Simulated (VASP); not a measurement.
Here is a VASP 6.6.1 calculation.

INCAR

```
  PREC = Accurate
  ENCUT = 600
  EDIFF = 1E-6
  ISMEAR = -1
  SIGMA = 0.02
  LREAL = F
  LASPH = T
  NELM = 100
  ALGO = Normal
  ISIF = 3
  LWAVE = F
  LCHARG = F
  GGA = PE
  IBRION = 2
  NSW = 60
  EDIFFG = -0.03
```

KPOINTS

```
Automatic mesh
0
Gamma
  6 6 6
```

Contents of POSCAR:

```
Br
1.0
    0.0000000000      3.2400000000      3.2400000000
    3.2400000000      0.0000000000      3.2400000000
    3.2400000000      3.2400000000      0.0000000000
Br
2
Direct
    0.0000000000      0.0000000000      0.0000000000
    0.2500000000      0.2500000000      0.2500000000
```

Potentials or basis: VASP PAW PBE potentials, release 64 (Br).

Launch:

```sh
$ cat potpaw_PBE.64/Br/POTCAR > POTCAR
$ mpirun -np 1 vasp_std > vasp.out
```

Problem. Estimate the space group after relaxing (to 0.1 Å).

Solution. Fd-3m (No. 227).

Problem. Predict the band gap on the k mesh.

Solution. Zero (bands 7 and 8 overlap by 1.20 eV).

Problem. What does it give for the relaxed cell?

Solution. a = 4.950 Å, b = 4.950 Å, c = 4.950 Å, α = 60.00°, β = 60.00°, γ = 60.00°.

Problem. Predict the relaxed volume.

Solution. 42.88 Å³/atom.

Final structure:
```cif
data_structure
_symmetry_space_group_name_H-M 'P 1'
_symmetry_Int_Tables_number 1
_cell_length_a 4.9498
_cell_length_b 4.9498
_cell_length_c 4.9498
_cell_angle_alpha 60.000
_cell_angle_beta 60.000
_cell_angle_gamma 60.000
_cell_volume 85.75
loop_
_atom_site_label
_atom_site_type_symbol
_atom_site_fract_x
_atom_site_fract_y
_atom_site_fract_z
_atom_site_occupancy
Br1 Br 0.00000 0.00000 0.00000 1
Br2 Br 0.25000 0.25000 0.25000 1
```

Caveat: the volume moved by over 15 % at a fixed basis, so the end points are rough.
